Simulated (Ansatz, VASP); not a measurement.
**WC in VASP and in Ansatz**

```
W C
1.0
     0.00000    2.19268    2.19268
     2.19268    0.00000    2.19268
     2.19268    2.19268    0.00000
W C
1 1
Direct
  0.00000 0.00000 0.00000
  0.36318 0.36318 0.44333
```

Alike in both runs: task single point; functional r2SCAN; k mesh 18 × 18 × 18; occupations gaussian, width 0.15 eV; no spin polarisation.

|  | VASP | Ansatz |
| --- | --- | --- |
| version | VASP 6.6.1 | Ansatz 0.2.0 |
| potentials or method | VASP PAW PBE potentials, release 64 (W_sv, C), cutoff 520 eV | scalar-relativistic, plane waves, PAW |
| valence electrons in the cell | 18 | 18 |

```csv
,VASP,Ansatz,Ansatz less VASP
gap on the k mesh at the Fermi level (eV),none,none,-
rms of the force components (eV/Å),4.982,4.916,-0.0654
```

VASP's potentials were made for PBE, not for r2SCAN. Atom by atom the forces differ by 0.066 eV/Å (rms over components). A gap of «none» marks a metal or a gap that the smearing closes.

Neither program's run includes spin-orbit coupling.
